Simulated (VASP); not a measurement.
# AlN (P4/mmm) in VASP: notebook

The runs below take AlN through single point, with PBE.

All numbers are computed with VASP 6.6.1; they aren't measurements. Logs are shortened: lines on timing, memory, paths and dates and some standing lists are left out, and cuts for length are marked.

**1. The cell of the first run**

The structure is tetragonal, space group P4/mmm (No. 123). The conventional cell has a = 2.692 Å, b = 2.692 Å, c = 5.003 Å, α = 90.00°, β = 90.00°, γ = 90.00°. Within 2.5 Å of Al (site symmetry 4/mmm) lie 4 N at 1.90 Å. Within 2.5 Å of N (site symmetry 4/mmm) lie 4 Al at 1.90 Å.

**2. Single point, PBE**

Input file INCAR:

```
PREC = Accurate ; ENCUT = 520
EDIFF = 1E-6 ; ISMEAR = 0
SIGMA = 0.1 ; LREAL = False
LASPH = True ; NELM = 60
ALGO = Normal ; ISIF = 2
LWAVE = False ; LCHARG = True
GGA = PE ; LELF = True
LVHAR = True ; NBANDS = 16
```

Input file KPOINTS:

```
Automatic mesh
0
Gamma
  6 6 2
```

Input file POSCAR:

```
AlN
1.0
    2.6923545806      0.0000000000      0.0000000000
    0.0000000000      2.6923545806      0.0000000000
    0.0000000000      0.0000000000     10.0065142590
Al N
2 2
Direct
    0.5000000000      0.5000000000      0.2500000000
    0.5000000000      0.5000000000      0.7500000000
    0.0000000000      0.0000000000      0.2500000000
    0.0000000000      0.0000000000      0.7500000000
```

Potentials or basis: VASP PAW PBE potentials, release 64 (Al, N).

The run is started by

```sh
$ cat potpaw_PBE.64/Al/POTCAR potpaw_PBE.64/N/POTCAR > POTCAR
$ mpirun -np 1 vasp_std > vasp.out
```

OUTCAR:

```text
PREC = Accurate
   ENCUT = 520
   EDIFF = 1E-6
   ISMEAR = 0
   LREAL = False
   LASPH = True
   NELM = 60
   ISIF = 2
   GGA = PE

 ion  position               nearest neighbor table
   1  0.500  0.500  0.250-   3 1.90   3 1.90   3 1.90   3 1.90
   2  0.500  0.500  0.750-   4 1.90   4 1.90   4 1.90   4 1.90
   3  0.000  0.000  0.250-   1 1.90   1 1.90   1 1.90   1 1.90
   4  0.000  0.000  0.750-   2 1.90   2 1.90   2 1.90   2 1.90

  LATTYP: Found a simple tetragonal cell.
 ALAT       =     2.6923545806
 C/A-ratio  =     3.7166405685

  Lattice vectors:

 A1 = (   2.6923545806,   0.0000000000,   0.0000000000)
 A2 = (   0.0000000000,   2.6923545806,   0.0000000000)
 A3 = (   0.0000000000,   0.0000000000,  10.0065142590)

Analysis of symmetry for initial positions (statically):
=====================================================================
 Subroutine PRICEL returns following result:

  LATTYP: Found a simple tetragonal cell.
 ALAT       =     2.6923545806
 C/A-ratio  =     1.8583202842

  Lattice vectors:

 A1 = (   2.6923545806,   0.0000000000,   0.0000000000)
 A2 = (   0.0000000000,   2.6923545806,   0.0000000000)
 A3 = (   0.0000000000,   0.0000000000,   5.0032571295)

   2 primitive cells build up your supercell.

 Routine SETGRP: Setting up the symmetry group for a
 simple tetragonal supercell.

 Subroutine GETGRP returns: Found 16 space group operations
 (whereof 16 operations were pure point group operations)
 out of a pool of 16 trial point group operations.

The static configuration has the point symmetry D_4h.

Analysis of symmetry for dynamics (positions and initial velocities):
=====================================================================
 Subroutine PRICEL returns following result:

  LATTYP: Found a simple tetragonal cell.
 ALAT       =     2.6923545806
 C/A-ratio  =     1.8583202842

  Lattice vectors:

 A1 = (   2.6923545806,   0.0000000000,   0.0000000000)
 A2 = (   0.0000000000,   2.6923545806,   0.0000000000)
 A3 = (   0.0000000000,   0.0000000000,   5.0032571295)

   2 primitive cells build up your supercell.

 Routine SETGRP: Setting up the symmetry group for a
 simple tetragonal supercell.

 Subroutine GETGRP returns: Found 16 space group operations
 (whereof 16 operations were pure point group operations)
 out of a pool of 16 trial point group operations.

The dynamic configuration has the point symmetry D_4h.

 Subroutine INISYM returns: Found 16 space group operations
 (whereof 16 operations are pure point group operations),
 and found     2 'primitive' translations

----------------------------------------------------------------------------------------

                                     Primitive cell

  volume of cell :      36.2675

  direct lattice vectors                    reciprocal lattice vectors
     2.692354581  0.000000000  0.000000000     0.371422103  0.000000000  0.000000000
     0.000000000  2.692354581  0.000000000     0.000000000  0.371422103  0.000000000
     0.000000000  0.000000000  5.003257129     0.000000000  0.000000000  0.199869800

  length of vectors
     2.692354581  2.692354581  5.003257129     0.371422103  0.371422103  0.199869800

  position of ions in fractional coordinates (direct lattice)
     0.500000000  0.500000000  0.500000000
     0.000000000  0.000000000  0.500000000

  ion indices of the primitive-cell ions
   primitive index   ion index
                 1           1
                 2           3

----------------------------------------------------------------------------------------

 KPOINTS: Automatic mesh

Automatic generation of k-mesh.
 Grid dimensions read from file:
 generate k-points for:    6    6    2

 Generating k-lattice:

  Cartesian coordinates                     Fractional coordinates (reciprocal lattice)
     0.061903684  0.000000000  0.000000000     0.166666667  0.000000000  0.000000000
     0.000000000  0.061903684  0.000000000     0.000000000  0.166666667  0.000000000
     0.000000000  0.000000000  0.049967450     0.000000000  0.000000000  0.500000000

  Length of vectors
     0.061903684  0.061903684  0.049967450

  Shift w.r.t. Gamma in fractional coordinates (k-lattice)
     0.000000000  0.000000000  0.000000000

 Subroutine IBZKPT returns following result:
 ===========================================

 Found     20 irreducible k-points:

 Following reciprocal coordinates:
            Coordinates               Weight
  0.000000  0.000000  0.000000      1.000000
  0.166667  0.000000  0.000000      4.000000
  0.333333  0.000000  0.000000      4.000000
  0.500000  0.000000  0.000000      2.000000
  0.166667  0.166667  0.000000      4.000000
  0.333333  0.166667  0.000000      8.000000
[... 12 lines left out ...]
  0.500000  0.333333  0.500000      4.000000
  0.500000  0.500000  0.500000      1.000000
   k-points           NKPTS =     20   k-points in BZ     NKDIM =     20   number of bands    NBANDS=     16
   number of dos      NEDOS =    301   number of ions     NIONS =      4
   total plane-waves  NPLWV =  32000
   dimension x,y,z NGX =    20 NGY =   20 NGZ =   80
   dimension x,y,z NGXF=    40 NGYF=   40 NGZF=  160
   ions per type =               2   2
   NGX,Y,Z   is equivalent  to a cutoff of  12.35, 12.35, 13.29 a.u.
   NGXF,Y,Z  is equivalent  to a cutoff of  24.70, 24.70, 26.58 a.u.
 SYSTEM =  unknown system
   PREC   = accura    normal or accurate (medium, high low for compatibility)
   ISTART =      0    job   : 0-new  1-cont  2-samecut
   ICHARG =      2    charge: 1-file 2-atom 10-const
   ISPIN  =      1    spin polarized calculation?
   LNONCOLLINEAR =      F non collinear calculations
   LSORBIT =      F    spin-orbit coupling
   LASPH  =      T    aspherical Exc in radial PAW
   ENCUT  =  520.0 eV  38.22 Ry    6.18 a.u.   5.01  5.01 18.61*2*pi/ulx,y,z
   NELM   =     60;   NELMIN=  2; NELMDL= -5     # of ELM steps
   EDIFF  = 0.1E-05   stopping-criterion for ELM
   LREAL  =      F    real-space projection
   EDIFFG = 0.1E-04   stopping-criterion for IOM
   NSW    =      0    number of steps for IOM
   IBRION =     -1    ionic relax: 0-MD 1-quasi-New 2-CG
   NFREE  =      0    steps in history (QN), initial steepest desc. (CG)
   ISIF   =      2    stress and relaxation
   ISYM   =      2    0-nonsym 1-usesym 2-fastsym
   POTIM  = 0.5000    time-step for ionic-motion
   TEBEG  =    0.0;   TEEND  =   0.0 temperature during run
   PSTRESS=    0.0 pullay stress
   NELECT =      16.0000    total number of electrons
   NUPDOWN=      -1.0000    fix difference up-down
   EMIN   =  10.00;   EMAX   =-10.00  energy-range for DOS
   EFERMI =   0.00;   METHOD = LEGACY
   ISMEAR =     0;   SIGMA  =   0.10  broadening in eV -4-tet -1-fermi 0-gaus
   EFERMI_NEDOS =   21; number of points for ismear=-14 and -15
   IALGO  =     38    algorithm
   IMIX   =      4    mixing-type and parameters
     AMIX     =   0.40;   BMIX     =  1.00
     AMIX_MAG =   1.60;   BMIX_MAG =  1.00
  volume/ion in A,a.u.               =      18.13       122.37
  Fermi-wavevector in a.u.,A,eV,Ry     =   0.989158  1.869238 13.312400  0.978434
  Thomas-Fermi vector in A             =   2.120737
   LORBIT       =      0    0 simple, 1 ext, 2 COOP (PROOUT), +10 PAW based schemes
   GGA     = PE    functional components
   LHFCALC =     F    Hartree Fock is set to
   AEXX    =    0.0000 exact exchange contribution
   IVDW    =     0    specifies the selected vdW correction
   LEPSILON=     F    determine dielectric tensor
   LRPA    =     F    only Hartree local field effects (RPA)
 non-spin polarized calculation
 Gauss-broadening in eV      SIGMA  =   0.10
  energy-cutoff  :      520.00
  volume of cell :       72.53
 maximum number of plane-waves:      1976
   NGX = 11   NGY = 11   NGZ = 37

 number of electron      15.9999999 magnetization

 Free energy of the ion-electron system (eV)
  ---------------------------------------------------
  ext. energy  EPLUGINS =         0.00000000
  ---------------------------------------------------
  free energy    TOTEN  =       -26.89535025 eV

  energy without entropy =      -26.89535025  energy(sigma->0) =      -26.89535025

 E-fermi :   3.0092     XC(G=0):  -7.6725

 val. band max:        2.5167322634   @ k =   0.5000   0.5000   0.0000
 cond. band min:       3.4463639977   @ k =   0.0000   0.0000   0.0000
 fundamental gap:      0.9296317344
 Fermi energy:         3.0092271510

 k-point     1 :       0.0000    0.0000    0.0000
  band No.  band energies     occupation
      1     -13.2082      2.00000
      2     -13.1943      2.00000
      3      -1.8427      2.00000
      4      -1.3714      2.00000
      5       1.5682      2.00000
      6       1.5682      2.00000
[... 8 lines left out ...]
     15      11.1656      0.00000
     16      13.8843      0.00000

 k-point     2 :       0.1667    0.0000    0.0000
  band No.  band energies     occupation
      1     -12.8354      2.00000
      2     -12.8226      2.00000
      3      -1.4062      2.00000
      4      -0.9664      2.00000
      5      -0.4846      2.00000
      6      -0.4456      2.00000
[... 8 lines left out ...]
     15      12.7365      0.00000
     16      12.8287      0.00000

 k-point     3 :       0.3333    0.0000    0.0000
  band No.  band energies     occupation
      1     -11.8924      2.00000
      2     -11.8828      2.00000
      3      -3.4238      2.00000
      4      -3.3933      2.00000
      5      -0.2369      2.00000
      6       0.0908      2.00000
[... 8 lines left out ...]
     15      12.3007      0.00000
     16      13.0810      0.00000
[... 286 lines left out ...]
 k-point    19 :       0.5000    0.3333    0.5000
  band No.  band energies     occupation
      1     -10.2266      2.00000
      2     -10.2266      2.00000
      3      -3.5854      2.00000
      4      -3.5854      2.00000
      5      -1.9078      2.00000
      6      -1.9078      2.00000
[... 8 lines left out ...]
     15      13.6030      0.00000
     16      13.6030      0.00000

 k-point    20 :       0.5000    0.5000    0.5000
  band No.  band energies     occupation
      1      -9.7579      2.00000
      2      -9.7579      2.00000
      3      -3.0419      2.00000
      4      -3.0419      2.00000
      5      -3.0419      2.00000
      6      -3.0419      2.00000
[... 8 lines left out ...]
     15      10.7923      0.00000
     16      10.7923      0.00000

------------------------ aborting loop because EDIFF is reached ----------------------------------------

  FORCE on cell =-STRESS in cart. coord.  units (eV):
  Direction    XX          YY          ZZ          XY          YZ          ZX
  --------------------------------------------------------------------------------------
  -------------------------------------------------------------------------------------
  Total       -0.0700166     -0.0700166     -0.0047138      0.0000000      0.0000000     -0.0000000
  in kB       -1.5465510     -1.5465510     -0.1041193      0.0000000      0.0000000     -0.0000000
  external PRESSURE =      -1.0657404 kB  Pullay stress =       0.0000000 kB

 VOLUME and BASIS-vectors are now :
 -----------------------------------------------------------------------------
  energy-cutoff  :      520.00
  volume of cell :       72.53
      direct lattice vectors                 reciprocal lattice vectors
     2.692354581  0.000000000  0.000000000     0.371422103  0.000000000  0.000000000
     0.000000000  2.692354581  0.000000000     0.000000000  0.371422103  0.000000000
     0.000000000  0.000000000 10.006514259     0.000000000  0.000000000  0.099934900

 POSITION                                       TOTAL-FORCE (eV/Angst)
 -----------------------------------------------------------------------------------
      1.34618      1.34618      2.50163        -0.000000      0.000000      0.000000
      1.34618      1.34618      7.50489        -0.000000      0.000000      0.000000
      0.00000      0.00000      2.50163         0.000000      0.000000      0.000000
      0.00000      0.00000      7.50489         0.000000      0.000000     -0.000000
 -----------------------------------------------------------------------------------
    total drift:                               -0.000000      0.000000      0.000000

  FREE ENERGIE OF THE ION-ELECTRON SYSTEM (eV)
  ---------------------------------------------------
  free  energy   TOTEN  =       -26.8953502470 eV

  energy  without entropy=      -26.8953502470  energy(sigma->0) =      -26.89535025
```

Run time: 19 s. Hardware: 1 thread of Intel Xeon Platinum 8259CL at 2.50GHz (Skylake/Cascade Lake), shared host; peak memory 0.17 GiB.

What came out:

```
Free energy            : -26.8954 eV
Pressure               : -0.1 GPa
Band gap on the k mesh : 0.93 eV
```

Stress tensor (GPa, compression positive):
```
-0.15  0.00  0.00
 0.00 -0.15  0.00
 0.00  0.00 -0.01
```

Levels at points of the mesh, in eV from the valence-band top:
```
           k point  band 4  band 5  band 6  band 7  band 8  band 9  band 10  band 11  band 12  band 13
(0.00, 0.00, 0.00)   -3.89   -0.95   -0.95   -0.95   -0.95    0.93     3.36     4.19     7.67     7.75
(0.50, 0.00, 0.00)   -7.31   -1.82   -1.64   -0.52   -0.52    2.65     3.79     5.53     6.68     7.60
(0.50, 0.50, 0.00)   -5.56   -5.55   -5.55   -0.07    0.00    3.17     3.43     7.04     7.88     7.88
(0.00, 0.00, 0.50)   -4.14   -0.95   -0.95   -0.95   -0.95    1.80     1.80     5.90     5.90     8.63
(0.50, 0.00, 0.50)   -7.33   -1.73   -1.73   -0.52   -0.52    3.08     3.08     6.66     6.66     7.33
(0.50, 0.50, 0.50)   -5.56   -5.56   -5.56   -0.04   -0.04    3.29     3.29     7.52     7.52     8.28
```

A k mesh can miss the band edges.

**3. Single point, PBE**

This run uses another cell than the first one: it holds 2 atoms, not 4.

Input file INCAR:

```
PREC = Accurate
ENCUT = 520
EDIFF = 1E-6
ISMEAR = 0
SIGMA = 0.02
LREAL = F
LASPH = T
NELM = 80
ALGO = Normal
ISIF = 2
LWAVE = F
LCHARG = F
GGA = PE
NBANDS = 11
```

Input file KPOINTS:

```
Automatic mesh
0
Gamma
  10 10 6
```

Input file POSCAR:

```
AlN
1.0
    2.6923545806      0.0000000000      0.0000000000
    0.0000000000      2.6923545806      0.0000000000
    0.0000000000      0.0000000000      5.0032571295
Al N
1 1
Direct
    0.5000000000      0.5000000000      0.5000000000
    0.0000000000      0.0000000000      0.5000000000
```

Potentials or basis: VASP PAW PBE potentials, release 64 (Al, N).

The run is started by

```sh
$ cat potpaw_PBE.64/Al/POTCAR potpaw_PBE.64/N/POTCAR > POTCAR
$ mpirun -np 1 vasp_std > vasp.out
```

OUTCAR:

```text
PREC = Accurate
   ENCUT = 520
   EDIFF = 1E-6
   ISMEAR = 0
   LREAL = F
   LASPH = T
   NELM = 80
   ISIF = 2
   GGA = PE

 ion  position               nearest neighbor table
   1  0.500  0.500  0.500-   2 1.90   2 1.90   2 1.90   2 1.90
   2  0.000  0.000  0.500-   1 1.90   1 1.90   1 1.90   1 1.90

  LATTYP: Found a simple tetragonal cell.
 ALAT       =     2.6923545806
 C/A-ratio  =     1.8583202842

  Lattice vectors:

 A1 = (   2.6923545806,   0.0000000000,   0.0000000000)
 A2 = (   0.0000000000,   2.6923545806,   0.0000000000)
 A3 = (   0.0000000000,   0.0000000000,   5.0032571295)

Analysis of symmetry for initial positions (statically):
=====================================================================
 Subroutine PRICEL returns:
 Original cell was already a primitive cell.

 Routine SETGRP: Setting up the symmetry group for a
 simple tetragonal supercell.

 Subroutine GETGRP returns: Found 16 space group operations
 (whereof 16 operations were pure point group operations)
[... 172 lines left out ...]
  band No.  band energies     occupation
      1     -13.2181      2.00000
      2      -1.3777      2.00000
      3       1.5568      2.00000
      4       1.5568      2.00000
      5       3.4439      0.00000
      6      10.1812      0.00000
      7      10.2660      0.00000
      8      11.1252      0.00000
      9      19.9244      0.00000
     10      19.9244      0.00000
     11      20.5236      0.00000
[... 309 lines left out ...]
 k-point    24 :       0.2000    0.0000    0.1667
  band No.  band energies     occupation
      1     -12.6862      2.00000
      2      -1.1148      2.00000
      3      -0.9066      2.00000
      4       1.6973      2.00000
      5       4.8728      0.00000
      6       8.8866      0.00000
      7      11.4278      0.00000
      8      13.0755      0.00000
      9      16.1920      0.00000
     10      18.0274      0.00000
     11      19.0679      0.00000

 [... further k-points ...]

------------------------ aborting loop because EDIFF is reached ----------------------------------------

  FORCE on cell =-STRESS in cart. coord.  units (eV):
  Direction    XX          YY          ZZ          XY          YZ          ZX
  --------------------------------------------------------------------------------------
  -------------------------------------------------------------------------------------
  Total       -0.0297900     -0.0297900     -0.0061782      0.0000000      0.0000000      0.0000000
  in kB       -1.3160240     -1.3160240     -0.2729332      0.0000000      0.0000000      0.0000000
  external PRESSURE =      -0.9683270 kB  Pullay stress =       0.0000000 kB

 VOLUME and BASIS-vectors are now :
 -----------------------------------------------------------------------------
  energy-cutoff  :      520.00
  volume of cell :       36.27
      direct lattice vectors                 reciprocal lattice vectors
     2.692354581  0.000000000  0.000000000     0.371422103  0.000000000  0.000000000
     0.000000000  2.692354581  0.000000000     0.000000000  0.371422103  0.000000000
     0.000000000  0.000000000  5.003257129     0.000000000  0.000000000  0.199869800

 POSITION                                       TOTAL-FORCE (eV/Angst)
 -----------------------------------------------------------------------------------
      1.34618      1.34618      2.50163         0.000000      0.000000      0.000000
      0.00000      0.00000      2.50163         0.000000      0.000000      0.000000
 -----------------------------------------------------------------------------------
    total drift:                               -0.000000     -0.000000      0.000000

  FREE ENERGIE OF THE ION-ELECTRON SYSTEM (eV)
  ---------------------------------------------------
  free  energy   TOTEN  =       -13.4542988487 eV

  energy  without entropy=      -13.4542988487  energy(sigma->0) =      -13.45429885
```

It took 18 s on 1 thread of Intel Xeon Platinum 8259CL at 2.50GHz (Skylake/Cascade Lake), shared host; peak memory 0.16 GiB.

Results:

* Free energy: -13.4543 eV
* Pressure: -0.1 GPa
* Band gap on the k mesh: 0.94 eV (least direct gap 1.89 eV)

Stress tensor (GPa, compression positive):
```
-0.13  0.00  0.00
 0.00 -0.13  0.00
 0.00  0.00 -0.03
```

A k mesh can miss the band edges.

[end of part 1 of 2]
